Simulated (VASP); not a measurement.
Write the native input for VASP 6.6.1 that does the following.

```yaml
Task: single point
Functional: PBE
Potentials_or_basis: VASP PAW PBE potentials, release 64 (Ti_sv)
Cutoff: 520 eV
k_mesh: 11 × 11 × 11
Occupations: fermi-dirac, width 0.05 eV
Spin: no spin polarisation
Dipole_correction: no
Further_INCAR_settings: ALGO = Fast; EDIFF = 1e-07; NBANDS = 12
```

The structure of Ti lies in POSCAR:

```
Ti
1.0
    0.0000000000      2.0025642044      2.0025642044
    2.0025642044      0.0000000000      2.0025642044
    2.0025642044      2.0025642044      0.0000000000
Ti
1
Direct
    0.0000000000      0.0000000000      0.0000000000
```

This cell differs from its parent crystal: volume scaled by 0.96.

One way to write it, as run:

INCAR

```
SYSTEM = Ti
  PREC = Accurate
  ENCUT = 520
  EDIFF = 1E-7
  ISMEAR = -1
  SIGMA = 0.05
  LREAL = .False.
  LASPH = .True.
  NELM = 100
  ALGO = Fast
  ISIF = 2
  LWAVE = .False.
  LCHARG = .False.
  GGA = PE
  NBANDS = 12
```

KPOINTS

```
Automatic mesh
0
Gamma
  11 11 11
  0 0 0
```

Potentials or basis: VASP PAW PBE potentials, release 64 (Ti_sv).

Run with:

```sh
$ cat potpaw_PBE.64/Ti_sv/POTCAR > POTCAR
$ mpirun -np 1 vasp_std > vasp.out
```

It gave:

```
Pressure               : 9.1 GPa
Band gap on the k mesh : zero (band 6 reaches 10.01 eV, above the bottom of band 7 at 8.78 eV)
```

Wall time 11 s on 1 thread of Intel(R) Xeon(R) 6975P-C (Granite Rapids), on a shared host, peak memory 0.14 GiB.
